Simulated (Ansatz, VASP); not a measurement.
# CdHgS2 in VASP and in Ansatz

```
Cd Hg S
1.0
     4.22106    0.00000    0.00000
     0.00000    4.22106    0.00000
     0.00000    0.00000    5.93995
Cd Hg S
1 1 2
Direct
  0.00000 0.00000 0.00000
  0.50000 0.50000 0.50000
  0.50000 0.00000 0.24556
  0.00000 0.50000 0.75444
```

Alike in both runs: functional PBE; k mesh 4 × 4 × 4; occupations gaussian, width 0.1 eV; no spin polarisation.

Ansatz relaxed the structure, and its values are those at the end. VASP's run is a single point on that final structure, the one shown.

```csv
,VASP,Ansatz
version,VASP 6.6.1,Ansatz 0.2.0
potentials or method,"VASP PAW PBE potentials, release 64 (Cd, Hg, S), cutoff 520 eV","scalar-relativistic, plane waves, PAW"
valence electrons in the cell,36,52
```

|  | VASP | Ansatz | Ansatz less VASP |
| --- | --- | --- | --- |
| gap on the k mesh at the Fermi level (eV) | 0.22 | 0.22 | +0.001 |
| least direct gap on the mesh (eV) | 0.22 | 0.22 | +0.001 |
| pressure (GPa) | 0.3 | 0.0 | -0.26 |
| rms of the force components (eV/Å) | 0.012 | 0.011 | -0.0010 |

VASP's potentials hold 36 valence electrons a cell and Ansatz's 52, so a difference there can come from the potentials and not from the codes.

Neither program's run includes spin-orbit coupling.
